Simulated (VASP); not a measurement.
Crystal: Sc7As.

```
Sc As
1.0
     4.38000    0.00000    0.00000
     0.00000    4.38000    0.00000
     0.00000    0.00000    8.75000
Sc As
7 1
Direct
  0.00000 0.50000 0.75000
  0.00000 0.00000 0.50000
  0.50000 0.50000 0.00000
  0.50000 0.50000 0.50000
  0.50000 0.00000 0.75000
  0.00000 0.50000 0.25000
  0.50000 0.00000 0.25000
  0.00000 0.00000 0.00000
```

| Quantity | Value |
| --- | --- |
| Program | VASP 6.6.1 |
| Task | relaxation of cell and atoms |
| Functional | PBE |
| Potentials or basis | VASP PAW PBE potentials, release 64 (Sc_sv, As) |
| Cutoff | 600 eV |
| k mesh | 4 × 4 × 2 |
| Occupations | gaussian, width 0.2 eV |
| Spin | no spin polarisation |

At the start: pressure 5.2 GPa; volume 20.98 Å³/atom.

Q: Where does the relaxation end?

A: Over 5 steps the energy falls by 42.8 meV/atom and the volume is 22.59 Å³/atom (+7.6 %); space group P4/mmm (No. 123, to 0.1 Å) before and after.

Step by step:
```
step  energy change (eV)  largest force (eV/Å)  pressure (GPa)  volume (Å³)
   1              0.0000                0.5626            5.16       167.86
   2             -0.2658                0.3012           -1.10       184.81
   3             -0.2693                0.3260           -0.51       182.91
   4             -0.3059                0.2446           -0.36       182.19
   5             -0.3421                0.0748            0.04       180.69
```

Final structure:
```
CELL_PARAMETERS angstrom
4.40879 0.00000 0.00000
0.00000 4.40879 0.00000
0.00000 0.00000 9.29588
ATOMIC_POSITIONS crystal
Sc 0.00000 0.50000 0.75842
Sc 0.00000 0.00000 0.50000
Sc 0.50000 0.50000 0.00000
Sc 0.50000 0.50000 0.50000
Sc 0.50000 0.00000 0.75842
Sc 0.00000 0.50000 0.24158
Sc 0.50000 0.00000 0.24158
As 0.00000 0.00000 0.00000
```

Caveat: the relaxation stopped at a loose force limit of 0.08 eV/Å, so its end isn't a converged minimum.
